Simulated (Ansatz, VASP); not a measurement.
**One calculation of Bi2Se3, two programs**

INCAR

```
PREC = Accurate
ENCUT = 520
EDIFF = 1E-6
ISMEAR = -1
SIGMA = 0.05
LREAL = F
LASPH = T
NELM = 60
ALGO = Normal
ISIF = 2
LWAVE = F
LCHARG = F
GGA = CA
NBANDS = 32
```

The input KPOINTS:

```
regular mesh
0
Gamma
  8 8 8
```

Contents of POSCAR:

```
Bi2Se3
1.0
    2.0987597050      1.2117194806      9.6709442292
   -2.0987597050      1.2117194806      9.6709442292
    0.0000000000     -2.4234389614      9.6709442292
Bi Se
2 3
Direct
    0.5992000000      0.5992000000      0.5992000000
    0.4008000000      0.4008000000      0.4008000000
    0.7883000000      0.7883000000      0.7883000000
    0.2117000000      0.2117000000      0.2117000000
    0.0000000000      0.0000000000      0.0000000000
```

input.yaml

```yaml
crystal:
  lattice:
    - [2.098759705, 1.2117194806, 9.6709442292]
    - [-2.098759705, 1.2117194806, 9.6709442292]
    - [0.0, -2.4234389614, 9.6709442292]
  atoms:
    - { symbol: Bi, position: [0.5992, 0.5992, 0.5992] }
    - { symbol: Bi, position: [0.4008, 0.4008, 0.4008] }
    - { symbol: Se, position: [0.7883, 0.7883, 0.7883] }
    - { symbol: Se, position: [0.2117, 0.2117, 0.2117] }
    - { symbol: Se, position: [0.0, 0.0, 0.0] }
hamiltonian:
  xc: lda
  pseudopotentials: { kind: paw, xc_functional: lda, accuracy: standard }
kpoints:
  mp_grid: { grid: [8, 8, 8] }
scf:
  occupations: { method: fermi_dirac, width: 0.05 }
output:
  forces: true
  stress: true
  eigenvalues: true
  write_density: true
  write_potential: true
  elf: true
  volumetric_format: npy
```

Alike in both runs: task single point; functional LDA; k mesh 8 × 8 × 8; occupations fermi-dirac, width 0.05 eV; no spin polarisation.

```csv
,VASP,Ansatz
version,VASP 6.6.1,Ansatz 0.2.0
potentials or method,"VASP PAW LDA potentials, release 64 (Bi_d, Se)",JTH PAW LDA
plane-wave cutoff (eV),520,1800
valence electrons in the cell,48,48
```

```tsv
	VASP	Ansatz	Ansatz less VASP
gap on the k mesh at the Fermi level (eV)	0.12	0.12	+0.007
least direct gap on the mesh (eV)	0.12	0.12	+0.007
pressure (GPa)	-3.8	-4.0	-0.18
rms of the force components (eV/Å)	0.097	0.108	+0.0106
```

LDA's correlation is that of Perdew and Zunger in VASP and of Perdew and Wang (1992) in Ansatz. Atom by atom the forces differ by 0.012 eV/Å (rms over components).

Neither program's run includes spin-orbit coupling.
